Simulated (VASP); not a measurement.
# TiN (Fm-3m) in VASP: notebook

Runs on TiN. Level: PBEsol. Tasks: single point.

Program: VASP 6.6.1. These are calculated values, not measurements. Logs are shortened: lines on timing, memory, paths and dates and some standing lists are left out, and cuts for length are marked.

## 1. The cell of the first run

It takes space group Fm-3m (No. 225, cubic). The conventional cell has a = 4.216 Å, b = 4.216 Å, c = 4.216 Å, α = 90.00°, β = 90.00°, γ = 90.00°. Ti (site symmetry m-3m) has 6 N at 2.11 Å within 2.8 Å. Within 2.8 Å of N (site symmetry m-3m) lie 6 Ti at 2.11 Å.

## 2. Single point, PBEsol (volume scaled by 0.98)

INCAR

```
PREC = Accurate
ENCUT = 600
EDIFF = 1E-6
ISMEAR = -1
SIGMA = 0.05
LREAL = False
LASPH = True
NELM = 120
ALGO = Normal
ISIF = 2
LWAVE = False
LCHARG = True
GGA = PS
LELF = True
LVHAR = True
NBANDS = 16
GGA_COMPAT = False
```

KPOINTS

```
Automatic mesh
0
Gamma
  13 13 13
```

POSCAR

```
TiN
1.0
    0.0000000000      2.1077579601      2.1077579601
    2.1077579601      0.0000000000      2.1077579601
    2.1077579601      2.1077579601      0.0000000000
Ti N
1 1
Direct
    0.0000000000      0.0000000000      0.0000000000
    0.5000000000      0.5000000000      0.5000000000
```

Potentials or basis: VASP PAW PBE potentials, release 64 (Ti_sv, N).

Launch:

```console
> cat potpaw_PBE.64/Ti_sv/POTCAR potpaw_PBE.64/N/POTCAR > POTCAR
> mpirun -np 1 vasp_std > vasp.out
```

OUTCAR:

```text
PREC = Accurate
   ENCUT = 600
   EDIFF = 1E-6
   ISMEAR = -1
   LREAL = False
   LASPH = True
   NELM = 120
   ISIF = 2
   GGA = PS

 ion  position               nearest neighbor table
   1  0.000  0.000  0.000-   2 2.11   2 2.11   2 2.11   2 2.11   2 2.11   2 2.11
   2  0.500  0.500  0.500-   1 2.11   1 2.11   1 2.11   1 2.11   1 2.11   1 2.11

  LATTYP: Found a face centered cubic cell.
 ALAT       =     4.2155159202

  Lattice vectors:

 A1 = (   0.0000000000,   2.1077579601,   2.1077579601)
 A2 = (   2.1077579601,   0.0000000000,   2.1077579601)
 A3 = (   2.1077579601,   2.1077579601,   0.0000000000)

Analysis of symmetry for initial positions (statically):
=====================================================================
 Subroutine PRICEL returns:
 Original cell was already a primitive cell.

 Routine SETGRP: Setting up the symmetry group for a
 face centered cubic supercell.

 Subroutine GETGRP returns: Found 48 space group operations
 (whereof 48 operations were pure point group operations)
 out of a pool of 48 trial point group operations.

The static configuration has the point symmetry O_h .

Analysis of symmetry for dynamics (positions and initial velocities):
=====================================================================
 Subroutine PRICEL returns:
 Original cell was already a primitive cell.

 Routine SETGRP: Setting up the symmetry group for a
 face centered cubic supercell.

 Subroutine GETGRP returns: Found 48 space group operations
 (whereof 48 operations were pure point group operations)
 out of a pool of 48 trial point group operations.

The dynamic configuration has the point symmetry O_h .

 Subroutine INISYM returns: Found 48 space group operations
 (whereof 48 operations are pure point group operations),
 and found     1 'primitive' translations

----------------------------------------------------------------------------------------

                                     Primitive cell

  volume of cell :      18.7280

  direct lattice vectors                    reciprocal lattice vectors
     0.000000000  2.107757960  2.107757960    -0.237218888  0.237218888  0.237218888
     2.107757960  0.000000000  2.107757960     0.237218888 -0.237218888  0.237218888
     2.107757960  2.107757960  0.000000000     0.237218888  0.237218888 -0.237218888

  length of vectors
     2.980819893  2.980819893  2.980819893     0.410875167  0.410875167  0.410875167

  position of ions in fractional coordinates (direct lattice)
     0.000000000  0.000000000  0.000000000
     0.500000000  0.500000000  0.500000000

  ion indices of the primitive-cell ions
   primitive index   ion index
                 1           1
                 2           2

----------------------------------------------------------------------------------------

 KPOINTS: Automatic mesh

Automatic generation of k-mesh.
 Grid dimensions read from file:
 generate k-points for:   13   13   13

 Generating k-lattice:

  Cartesian coordinates                     Fractional coordinates (reciprocal lattice)
    -0.018247607  0.018247607  0.018247607     0.076923077  0.000000000  0.000000000
     0.018247607 -0.018247607  0.018247607     0.000000000  0.076923077  0.000000000
     0.018247607  0.018247607 -0.018247607     0.000000000  0.000000000  0.076923077

  Length of vectors
     0.031605782  0.031605782  0.031605782

  Shift w.r.t. Gamma in fractional coordinates (k-lattice)
     0.000000000  0.000000000  0.000000000

 Subroutine IBZKPT returns following result:
 ===========================================

 Found     84 irreducible k-points:

 Following reciprocal coordinates:
            Coordinates               Weight
  0.000000  0.000000  0.000000      1.000000
  0.076923  0.000000  0.000000      8.000000
  0.153846  0.000000  0.000000      8.000000
  0.230769  0.000000  0.000000      8.000000
  0.307692  0.000000  0.000000      8.000000
  0.384615  0.000000  0.000000      8.000000
[... 16 lines left out ...]
  0.384615  0.153846  0.000000     24.000000
  0.461538  0.153846  0.000000     24.000000
 [... further k-points ...]
   k-points           NKPTS =     84   k-points in BZ     NKDIM =     84   number of bands    NBANDS=     16
   number of dos      NEDOS =    301   number of ions     NIONS =      2
   total plane-waves  NPLWV =  13824
   dimension x,y,z NGX =    24 NGY =   24 NGZ =   24
   dimension x,y,z NGXF=    48 NGYF=   48 NGZF=   48
   ions per type =               1   1
   NGX,Y,Z   is equivalent  to a cutoff of  13.39, 13.39, 13.39 a.u.
   NGXF,Y,Z  is equivalent  to a cutoff of  26.77, 26.77, 26.77 a.u.
 SYSTEM =  unknown system
   PREC   = accura    normal or accurate (medium, high low for compatibility)
   ISTART =      0    job   : 0-new  1-cont  2-samecut
   ICHARG =      2    charge: 1-file 2-atom 10-const
   ISPIN  =      1    spin polarized calculation?
   LNONCOLLINEAR =      F non collinear calculations
   LSORBIT =      F    spin-orbit coupling
   LASPH  =      T    aspherical Exc in radial PAW
   ENCUT  =  600.0 eV  44.10 Ry    6.64 a.u.   5.95  5.95  5.95*2*pi/ulx,y,z
   NELM   =    120;   NELMIN=  2; NELMDL= -5     # of ELM steps
   EDIFF  = 0.1E-05   stopping-criterion for ELM
   LREAL  =      F    real-space projection
   EDIFFG = 0.1E-04   stopping-criterion for IOM
   NSW    =      0    number of steps for IOM
   IBRION =     -1    ionic relax: 0-MD 1-quasi-New 2-CG
   NFREE  =      0    steps in history (QN), initial steepest desc. (CG)
   ISIF   =      2    stress and relaxation
   ISYM   =      2    0-nonsym 1-usesym 2-fastsym
   POTIM  = 0.5000    time-step for ionic-motion
   TEBEG  =    0.0;   TEEND  =   0.0 temperature during run
   PSTRESS=    0.0 pullay stress
   NELECT =      17.0000    total number of electrons
   NUPDOWN=      -1.0000    fix difference up-down
   EMIN   =  10.00;   EMAX   =-10.00  energy-range for DOS
   EFERMI =   0.00;   METHOD = LEGACY
   ISMEAR =    -1;   SIGMA  =   0.05  broadening in eV -4-tet -1-fermi 0-gaus
   EFERMI_NEDOS =   21; number of points for ismear=-14 and -15
   IALGO  =     38    algorithm
   IMIX   =      4    mixing-type and parameters
     AMIX     =   0.40;   BMIX     =  1.00
     AMIX_MAG =   1.60;   BMIX_MAG =  1.00
  volume/ion in A,a.u.               =       9.36        63.19
  Fermi-wavevector in a.u.,A,eV,Ry     =   1.585114  2.995430 34.185797  2.512585
  Thomas-Fermi vector in A             =   2.684628
   LORBIT       =      0    0 simple, 1 ext, 2 COOP (PROOUT), +10 PAW based schemes
   GGA     = PS    functional components
   LHFCALC =     F    Hartree Fock is set to
   AEXX    =    0.0000 exact exchange contribution
   IVDW    =     0    specifies the selected vdW correction
   LEPSILON=     F    determine dielectric tensor
   LRPA    =     F    only Hartree local field effects (RPA)
 non-spin polarized calculation
  energy-cutoff  :      600.00
  volume of cell :       18.73
 maximum number of plane-waves:       637
   NGX = 11   NGY = 11   NGZ = 11

 number of electron      16.9999999 magnetization

 Free energy of the ion-electron system (eV)
  ---------------------------------------------------
  ext. energy  EPLUGINS =         0.00000000
  ---------------------------------------------------
  free energy    TOTEN  =       -20.78646690 eV

  energy without entropy =      -20.77978017  energy(sigma->0) =      -20.78312353

 E-fermi :  11.5953     XC(G=0): -13.3255

 val. band max:       11.4999343490   @ k =  -0.0769   0.0769   0.0000
 cond. band min:      11.6096385782   @ k =  -0.1538   0.1538   0.0000
 fundamental gap:      0.1097042292
 Fermi energy:        11.5952950659

 k-point     1 :       0.0000    0.0000    0.0000
  band No.  band energies     occupation
      1     -46.0151      2.00000
      2     -22.0814      2.00000
      3     -22.0814      2.00000
      4     -22.0814      2.00000
      5      -5.5918      2.00000
      6       9.5201      2.00000
[... 8 lines left out ...]
     15      24.6758      0.00000
     16      31.5393      0.00000

 k-point     2 :       0.0769    0.0000    0.0000
  band No.  band energies     occupation
      1     -46.0090      2.00000
      2     -22.1240      2.00000
      3     -22.0848      2.00000
      4     -22.0848      2.00000
      5      -5.4714      2.00000
      6       8.8610      2.00000
[... 8 lines left out ...]
     15      24.7810      0.00000
     16      31.3718      0.00000

 k-point     3 :       0.1538    0.0000    0.0000
  band No.  band energies     occupation
      1     -45.9920      2.00000
      2     -22.2405      2.00000
      3     -22.0945      2.00000
      4     -22.0945      2.00000
      5      -5.1278      2.00000
      6       7.6159      2.00000
[... 8 lines left out ...]
     15      24.8568      0.00000
     16      30.7525      0.00000

 k-point     4 :       0.2308    0.0000    0.0000
  band No.  band energies     occupation
      1     -45.9678      2.00000
      2     -22.4011      2.00000
      3     -22.1080      2.00000
      4     -22.1080      2.00000
      5      -4.6122      2.00000
      6       6.2662      2.00000
[... 8 lines left out ...]
     15      24.6314      0.00000
     16      29.5981      0.00000

 k-point     5 :       0.3077    0.0000    0.0000
  band No.  band energies     occupation
      1     -45.9421      2.00000
      2     -22.5673      2.00000
      3     -22.1223      2.00000
      4     -22.1223      2.00000
      5      -4.0064      2.00000
      6       5.0092      2.00000
[... 8 lines left out ...]
     15      24.5574      0.00000
     16      28.2071      0.00000

 k-point     6 :       0.3846    0.0000    0.0000
  band No.  band energies     occupation
      1     -45.9206      2.00000
      2     -22.7019      2.00000
      3     -22.1341      2.00000
      4     -22.1341      2.00000
      5      -3.4318      2.00000
      6       3.9988      2.00000
[... 8 lines left out ...]
     15      24.9880      0.00000
     16      26.9873      0.00000

 k-point     7 :       0.4615    0.0000    0.0000
  band No.  band energies     occupation
      1     -45.9084      2.00000
      2     -22.7767      2.00000
      3     -22.1407      2.00000
      4     -22.1407      2.00000
      5      -3.0608      2.00000
      6       3.4113      2.00000
[... 8 lines left out ...]
     15      25.4502      0.00000
     16      26.2666      0.00000

 k-point     8 :       0.0769    0.0769    0.0000
  band No.  band energies     occupation
      1     -46.0070      2.00000
      2     -22.1216      2.00000
      3     -22.0942      2.00000
      4     -22.0942      2.00000
      5      -5.4346      2.00000
      6       8.3788      2.00000
[... 8 lines left out ...]
     15      24.8361      0.00000
     16      31.0473      0.00000

 k-point     9 :       0.1538    0.0769    0.0000
  band No.  band energies     occupation
      1     -45.9936      2.00000
      2     -22.2077      2.00000
      3     -22.1090      2.00000
      4     -22.0996      2.00000
      5      -5.1754      2.00000
      6       7.4359      2.00000
[... 8 lines left out ...]
     15      24.9682      0.00000
     16      30.4633      0.00000
[... 172 lines left out ...]
 k-point    19 :      -0.0769    0.0769    0.0000
  band No.  band energies     occupation
      1     -45.9992      2.00000
      2     -22.1810      2.00000
      3     -22.1075      2.00000
      4     -22.0832      2.00000
      5      -5.2799      2.00000
      6       8.0320      2.00000
[... 8 lines left out ...]
     15      24.8889      0.00000
     16      30.4377      0.00000

 k-point    20 :       0.1538    0.1538    0.0000
  band No.  band energies     occupation
      1     -45.9843      2.00000
      2     -22.2281      2.00000
      3     -22.1297      2.00000
      4     -22.1297      2.00000
      5      -5.0263      2.00000
      6       6.7402      2.00000
[... 8 lines left out ...]
     15      25.2049      0.00000
     16      30.0856      0.00000

 k-point    21 :       0.2308    0.1538    0.0000
  band No.  band energies     occupation
      1     -45.9662      2.00000
      2     -22.3292      2.00000
      3     -22.1518      2.00000
      4     -22.1445      2.00000
      5      -4.7076      2.00000
      6       6.0086      2.00000
[... 8 lines left out ...]
     15      25.2175      0.00000
     16      29.3270      0.00000

 k-point    22 :       0.3077    0.1538    0.0000
  band No.  band energies     occupation
      1     -45.9434      2.00000
      2     -22.4647      2.00000
      3     -22.1702      2.00000
      4     -22.1617      2.00000
      5      -4.2751      2.00000
      6       5.3256      2.00000
[... 8 lines left out ...]
     15      24.8507      0.00000
     16      28.0469      0.00000

 k-point    23 :       0.3846    0.1538    0.0000
  band No.  band energies     occupation
      1     -45.9211      2.00000
      2     -22.5935      2.00000
      3     -22.1869      2.00000
      4     -22.1808      2.00000
      5      -3.8097      2.00000
      6       4.6943      2.00000
[... 8 lines left out ...]
     15      24.6574      0.00000
     16      26.8834      0.00000

 k-point    24 :       0.4615    0.1538    0.0000
  band No.  band energies     occupation
      1     -45.9044      2.00000
      2     -22.6866      2.00000
      3     -22.2152      2.00000
      4     -22.1811      2.00000
      5      -3.4153      2.00000
      6       4.1618      2.00000
[... 8 lines left out ...]
     15      24.8674      0.00000
     16      26.0210      0.00000

 [... further k-points ...]

------------------------ aborting loop because EDIFF is reached ----------------------------------------

  FORCE on cell =-STRESS in cart. coord.  units (eV):
  Direction    XX          YY          ZZ          XY          YZ          ZX
  --------------------------------------------------------------------------------------
  -------------------------------------------------------------------------------------
  Total       -0.2479549     -0.2479549     -0.2479549     -0.0000000      0.0000000      0.0000000
  in kB      -21.2124640    -21.2124640    -21.2124640     -0.0000000      0.0000000      0.0000000
  external PRESSURE =     -21.2124640 kB  Pullay stress =       0.0000000 kB

 VOLUME and BASIS-vectors are now :
 -----------------------------------------------------------------------------
  energy-cutoff  :      600.00
  volume of cell :       18.73
      direct lattice vectors                 reciprocal lattice vectors
     0.000000000  2.107757960  2.107757960    -0.237218888  0.237218888  0.237218888
     2.107757960  0.000000000  2.107757960     0.237218888 -0.237218888  0.237218888
     2.107757960  2.107757960  0.000000000     0.237218888  0.237218888 -0.237218888

 POSITION                                       TOTAL-FORCE (eV/Angst)
 -----------------------------------------------------------------------------------
      0.00000      0.00000      0.00000         0.000000      0.000000      0.000000
      2.10776      2.10776      2.10776        -0.000000     -0.000000     -0.000000
 -----------------------------------------------------------------------------------
    total drift:                                0.000000     -0.000000     -0.000000

  FREE ENERGIE OF THE ION-ELECTRON SYSTEM (eV)
  ---------------------------------------------------
  free  energy   TOTEN  =       -20.7864668951 eV

  energy  without entropy=      -20.7797801745  energy(sigma->0) =      -20.78312353
```

Run time: 50 s. Hardware: 1 thread of Intel Xeon 8259CL, shared host; peak memory 0.16 GiB.

What came out:

| Item | Value |
| --- | --- |
| Free energy | -20.7865 eV |
| Pressure | -2.1 GPa |

Levels at points of the mesh, in eV from the Fermi level:
```tsv
k point	band 6	band 7	band 8	band 9	band 10	band 11	band 12	band 13
(0.00, 0.00, 0.00)	-2.08	-2.08	-2.08	-0.68	-0.68	-0.68	0.56	0.56
```

Caveat: the PAW data sets were made with another functional, which shifts forces and pressure a little.

(Continued in part 2 of 2.)
